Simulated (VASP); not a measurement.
Input of a VASP 6.6.1 run:

The input INCAR:

```
SYSTEM = InAs
ALGO     = Normal         ! electronic algorithm
EDIFF    = 1E-6           ! SCF threshold, eV
ENCUT    = 500            ! plane-wave cutoff, eV
GGA      = PS             ! functional
GGA_COMPAT= .False.      
ISIF     = 2              ! what is computed and relaxed
ISMEAR   = 0              ! smearing method
IVDW     = 13             ! dispersion correction
LASPH    = .True.         ! aspherical terms in the spheres
LCHARG   = .False.        ! write CHGCAR
LREAL    = .False.        ! projectors in reciprocal space
LWAVE    = .False.        ! write WAVECAR
NBANDS   = 16             ! bands
NELM     = 120            ! most SCF steps
PREC     = Accurate       ! precision mode
SIGMA    = 0.1            ! smearing width, eV
```

KPOINTS

```
k-points
0
Gamma
  4 4 4
  0 0 0
```

File POSCAR:

```
InAs
1.0
    0.0000000000      2.8773040000      2.8773040000
    2.8773040000      0.0000000000      2.8773040000
    2.8773040000      2.8773040000      0.0000000000
In As
1 1
Direct
    0.5000000000      0.5000000000      0.5000000000
    0.0000000000      0.0000000000      0.0000000000
```

Potentials or basis: VASP PAW PBE potentials, release 64 (In_d, As).

Launch:

```console
$ cat potpaw_PBE.64/In_d/POTCAR potpaw_PBE.64/As/POTCAR > POTCAR
$ mpirun -np 1 vasp_std > vasp.out
```

Q: Estimate the band gap on the k mesh.

A: Zero (band 9 reaches 6.07 eV, above the bottom of band 10 at 3.60 eV).

Q: Predict the pressure.

A: -3.8 GPa.

Q: Estimate the dispersion energy per atom.

A: -0.232 eV.

Caveat: the k points lie up to 0.47 Å⁻¹ apart; the PAW data sets were made with another functional, which shifts forces and pressure a little; spin-orbit coupling is left out, which moves the levels of the heavy elements; pairwise dispersion overbinds metals, which lowers pressure and volume.
